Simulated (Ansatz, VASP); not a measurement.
## ScAl2P3: VASP beside Ansatz

```xyz
6
Lattice="2.9694 -5.1263 0.0000 2.9694 5.1263 0.0000 -0.0210 0.0000 3.4326" Properties=species:S:1:pos:R:3 pbc="T T T"
Sc    0.0000    0.0000    0.0000
Al    2.9694   -1.6814    0.0000
Al    2.9694    1.6814    0.0000
P     2.9589    0.0000    1.7163
P     1.4742    2.5631    1.7163
P     1.4742   -2.5631    1.7163
```

Change from the starting cell: species swapped into the ErB2Rh3 type (C2/m, No. 12).

Alike in both runs: task single point; functional PBE; k mesh 4 × 4 × 6; occupations gaussian, width 0.1 eV; no spin polarisation.

|  | VASP | Ansatz |
| --- | --- | --- |
| version | VASP 6.6.1 | Ansatz 0.2.0 |
| potentials or method | VASP PAW PBE potentials, release 64 (Sc_sv, Al, P), cutoff 520 eV | scalar-relativistic, plane waves, PAW |
| valence electrons in the cell | 32 | 32 |

VASP gave:

```
gap on the k mesh at the Fermi level (eV)                     : none
pressure (GPa)                                                : 4.7
traceless stress, the component that is largest in VASP (GPa) : -0.94
rms of the force components (eV/Å)                            : 0.065
```

Problem. What did Ansatz give for the same quantities?

Solution. gap on the k mesh at the Fermi level (eV): none; pressure (GPa): 4.8; traceless stress, the component that is largest in VASP (GPa): -0.95; rms of the force components (eV/Å): 0.066.

Atom by atom the forces differ by 0.000 eV/Å (rms over components). A gap of «none» marks a metal or a gap that the smearing closes.
